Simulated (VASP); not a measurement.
# BaTiO3 (P4mm) in VASP: notebook, part 3 of 3

VASP 6.6.1. Earlier steps stand in the parts before.

## (6) Relaxation of the atoms, PBE (13.11 Å³/atom)

This run uses another cell than the first one, of 13.11 Å³/atom.

File INCAR:

```
ALGO     = Normal         # electronic algorithm
EDIFF    = 1E-7           # SCF threshold, eV
EDIFFG   = -0.02          # ionic threshold
ENCUT    = 520            # plane-wave cutoff, eV
GGA      = PE             # functional
IBRION   = 2              # ionic algorithm
ISIF     = 2              # what is computed and relaxed
ISMEAR   = -1             # smearing method
LASPH    = True           # aspherical terms in the spheres
LCHARG   = False          # write CHGCAR
LREAL    = False          # projectors in reciprocal space
LWAVE    = False          # write WAVECAR
NELM     = 60             # most SCF steps
NSW      = 80             # ionic steps
PREC     = Accurate       # precision mode
SIGMA    = 0.02           # smearing width, eV
```

File KPOINTS:

```
k-points
0
Gamma
  8 8 8
```

File POSCAR:

```
BaTiO3
1.0
    4.0262895137      0.0000000000      0.0000000000
    0.0000000000      4.0262895137      0.0000000000
    0.0000000000      0.0000000000      4.0446100470
Ba Ti O
1 1 3
Direct
    0.0000000000      0.0000000000     -0.0029689668
    0.5000000000      0.5000000000      0.4826505826
    0.5000000000      0.5000000000      0.0222697536
    0.5000000000      0.0000000000      0.5130243154
    0.0000000000      0.5000000000      0.5130243154
```

Potentials or basis: VASP PAW PBE potentials, release 64 (Ba_sv, Ti_sv, O).

Run with:

```
cat potpaw_PBE.64/Ba_sv/POTCAR potpaw_PBE.64/Ti_sv/POTCAR potpaw_PBE.64/O/POTCAR > POTCAR
mpirun -np 1 vasp_std > vasp.out
```

OUTCAR:

```text
EDIFF = 1E-7
   EDIFFG = -0.02
   ENCUT = 520
   GGA = PE
   IBRION = 2
   ISIF = 2
   ISMEAR = -1
   LASPH = True
   LREAL = False
   NELM = 60
   NSW = 80
   PREC = Accurate

 ion  position               nearest neighbor table
   1  0.000  0.000  0.997-   4 2.81   5 2.81   5 2.81   4 2.81   3 2.85   3 2.85   3 2.85   3 2.85
                             4 2.90   5 2.90   5 2.90   4 2.90   2 3.46   2 3.46   2 3.46   2 3.46
   2  0.500  0.500  0.483-   3 1.86   4 2.02   5 2.02   4 2.02   5 2.02   3 2.18   1 3.46   1 3.46
                             1 3.46   1 3.46   1 3.53   1 3.53   1 3.53   1 3.53
   3  0.500  0.500  0.022-   2 1.86   2 2.18   1 2.85   1 2.85   1 2.85   1 2.85
   4  0.500  0.000  0.513-   2 2.02   2 2.02   1 2.81   1 2.81   1 2.90   1 2.90
   5  0.000  0.500  0.513-   2 2.02   2 2.02   1 2.81   1 2.81   1 2.90   1 2.90

  LATTYP: Found a simple tetragonal cell.
 ALAT       =     4.0262895137
 C/A-ratio  =     1.0045502275

  Lattice vectors:

 A1 = (   4.0262895137,   0.0000000000,   0.0000000000)
 A2 = (   0.0000000000,   4.0262895137,   0.0000000000)
 A3 = (   0.0000000000,   0.0000000000,   4.0446100470)

Analysis of symmetry for initial positions (statically):
=====================================================================
 Subroutine PRICEL returns:
 Original cell was already a primitive cell.

 Routine SETGRP: Setting up the symmetry group for a
 simple tetragonal supercell.

 Subroutine GETGRP returns: Found  8 space group operations
 (whereof  8 operations were pure point group operations)
 out of a pool of 16 trial point group operations.

The static configuration has the point symmetry C_4v.

Analysis of symmetry for dynamics (positions and initial velocities):
=====================================================================
 Subroutine PRICEL returns:
 Original cell was already a primitive cell.

 Routine SETGRP: Setting up the symmetry group for a
 simple tetragonal supercell.

 Subroutine GETGRP returns: Found  8 space group operations
 (whereof  8 operations were pure point group operations)
[... 136 lines left out ...]
   IVDW    =     0    specifies the selected vdW correction
   LEPSILON=     F    determine dielectric tensor
   LRPA    =     F    only Hartree local field effects (RPA)
 conjugate gradient relaxation of ions
 non-spin polarized calculation
  energy-cutoff  :      520.00
  volume of cell :       65.57
 maximum number of plane-waves:      1791
 NGX is ok and might be reduce to    30
   NGX = 15   NGY = 15   NGZ = 15

--------------------------------------- Ionic step        1  -------------------------------------------

 number of electron      39.9999979 magnetization

 Free energy of the ion-electron system (eV)
  ---------------------------------------------------
  ext. energy  EPLUGINS =         0.00000000
  ---------------------------------------------------
  free energy    TOTEN  =       -40.01372858 eV

  energy without entropy =      -40.01372858  energy(sigma->0) =      -40.01372858

------------------------ aborting loop because EDIFF is reached ----------------------------------------

  FORCE on cell =-STRESS in cart. coord.  units (eV):
  Direction    XX          YY          ZZ          XY          YZ          ZX
  --------------------------------------------------------------------------------------
  -------------------------------------------------------------------------------------
  Total        0.3076305      0.3076305      1.2635693      0.0000000      0.0000000      0.0000000
  in kB        7.5171526      7.5171526     30.8761399      0.0000000      0.0000000      0.0000000
  external PRESSURE =      15.3034817 kB  Pullay stress =       0.0000000 kB
[... 65 lines left out ...]
--------------------------------------- Ionic step        3  -------------------------------------------

 number of electron      39.9999982 magnetization

 Free energy of the ion-electron system (eV)
  ---------------------------------------------------
  ext. energy  EPLUGINS =         0.00000000
  ---------------------------------------------------
  free energy    TOTEN  =       -40.01449214 eV

  energy without entropy =      -40.01449214  energy(sigma->0) =      -40.01449214

 E-fermi :   4.2933     XC(G=0): -11.1323

 val. band max:        3.7343095616   @ k =   0.5000   0.5000   0.5000
 cond. band min:       5.4913577435   @ k =   0.0000   0.0000   0.0000
 fundamental gap:      1.7570481818
 Fermi energy:         4.2933413798

 k-point     1 :       0.0000    0.0000    0.0000
  band No.  band energies     occupation
      1     -52.9015      2.00000
      2     -29.1723      2.00000
      3     -29.1023      2.00000
      4     -29.1023      2.00000
      5     -21.2281      2.00000
      6     -13.1873      2.00000
[... 637 lines left out ...]
     23       7.2377      0.00000
     24       8.3248      0.00000

 [... further k-points ...]

------------------------ aborting loop because EDIFF is reached ----------------------------------------

  FORCE on cell =-STRESS in cart. coord.  units (eV):
  Direction    XX          YY          ZZ          XY          YZ          ZX
  --------------------------------------------------------------------------------------
  -------------------------------------------------------------------------------------
  Total        0.3411695      0.3411695      1.5334919      0.0000000      0.0000000      0.0000000
  in kB        8.3366999      8.3366999     37.4718745      0.0000000      0.0000000      0.0000000
  external PRESSURE =      18.0484248 kB  Pullay stress =       0.0000000 kB
[... 20 lines left out ...]
  FREE ENERGIE OF THE ION-ELECTRON SYSTEM (eV)
  ---------------------------------------------------
  free  energy   TOTEN  =       -40.0144921378 eV

  energy  without entropy=      -40.0144921378  energy(sigma->0) =      -40.01449214

 reached required accuracy - stopping structural energy minimisation
```

OSZICAR:

```text
N       E                     dE             d eps       ncg     rms          rms(c)
DAV:   1     0.458120781848E+03    0.45812E+03   -0.21459E+04  3600   0.180E+03
DAV:   2    -0.143470554213E+01   -0.45956E+03   -0.45229E+03  4456   0.488E+02
[... 28 lines left out ...]
DAV:   1    -0.400142772552E+02    0.15218E-03   -0.42133E-02  4048   0.225E+00    0.501E-02
DAV:   2    -0.400145008129E+02   -0.22356E-03   -0.25848E-03  3912   0.343E-01    0.488E-02
DAV:   3    -0.400144965802E+02    0.42327E-05   -0.13009E-04  4944   0.858E-02    0.280E-02
DAV:   4    -0.400144925362E+02    0.40440E-05   -0.25817E-05  4544   0.464E-02    0.140E-02
DAV:   5    -0.400144922534E+02    0.28279E-06   -0.79828E-06  4264   0.227E-02    0.357E-03
DAV:   6    -0.400144921276E+02    0.12584E-06   -0.14798E-06  4488   0.112E-02    0.188E-03
DAV:   7    -0.400144921378E+02   -0.10250E-07   -0.28885E-07  3144   0.476E-03
   3 F= -.40014492E+02 E0= -.40014492E+02  d E =-.763557E-03
```

Wall time 4.9 min (1 thread of Oxide Virtual Turin-like, shared host); peak memory 0.23 GiB.

Results:

```yaml
Free_energy: -40.0145 eV
Energy_gained_by_relaxing: 0.2 meV/atom
Ionic_steps: 3
Pressure_after_relaxing: 1.8 GPa
Largest_force_after_relaxing: 0.008 eV/Å
Band_gap_on_the_k_mesh: 1.76 eV (least direct gap 2.14 eV)
```

Forces on the atoms (eV/Å):
```
Ba   0.000  0.000 -0.007
Ti   0.000  0.000 -0.008
O    0.000  0.000 -0.001
O    0.000  0.000  0.008
O    0.000  0.000  0.008
```

Step by step:
```
step  energy change (eV)  largest force (eV/Å)  pressure (GPa)
   1              0.0000                0.1173            1.53
   2             -0.0007                0.0334            1.72
   3             -0.0008                0.0081            1.80
```

Final structure:
```
Ba Ti O
1.0
     4.02629    0.00000    0.00000
     0.00000    4.02629    0.00000
     0.00000    0.00000    4.04461
Ba Ti O
1 1 3
Direct
  0.00000 0.00000 0.99725
  0.50000 0.50000 0.48124
  0.50000 0.50000 0.02422
  0.50000 0.00000 0.51264
  0.00000 0.50000 0.51264
```

Caveat: spin-orbit coupling is left out, which moves the levels of the heavy elements.

## (7) The runs side by side

```csv
cell,gap on the mesh (eV),pressure (GPa),largest force (eV/Å)
"atoms relaxed from a = 4.000, b = 4.000, c = 4.018 Å, 5 atoms, atomic positions A",1.78,4.8,0.01
"atoms relaxed from a = 4.000, b = 4.000, c = 3.938 Å, 5 atoms, atomic positions B",1.79,7.6,0.02
"atoms relaxed from a = 4.052, b = 4.052, c = 4.071 Å, 5 atoms, atomic positions B",1.73,-0.8,0.02
"atoms relaxed from a = 4.078, b = 4.078, c = 4.097 Å, 5 atoms, atomic positions B",1.71,-3.1,0.01
"atoms relaxed from a = 4.026, b = 4.026, c = 4.045 Å, 5 atoms, atomic positions B",1.76,1.8,0.01
```

Alike in all rows: task relaxation of the atoms; level PBE; potentials or basis VASP PAW PBE potentials, release 64 (Ba_sv, Ti_sv, O); no spin polarisation; k mesh 8 × 8 × 8; cutoff (eV) 520; smearing fermi-dirac 0.02 eV.

Caveats: spin-orbit coupling is left out, which moves the levels of the heavy elements.

Absolute energies hang on the potentials; compare differences alone.
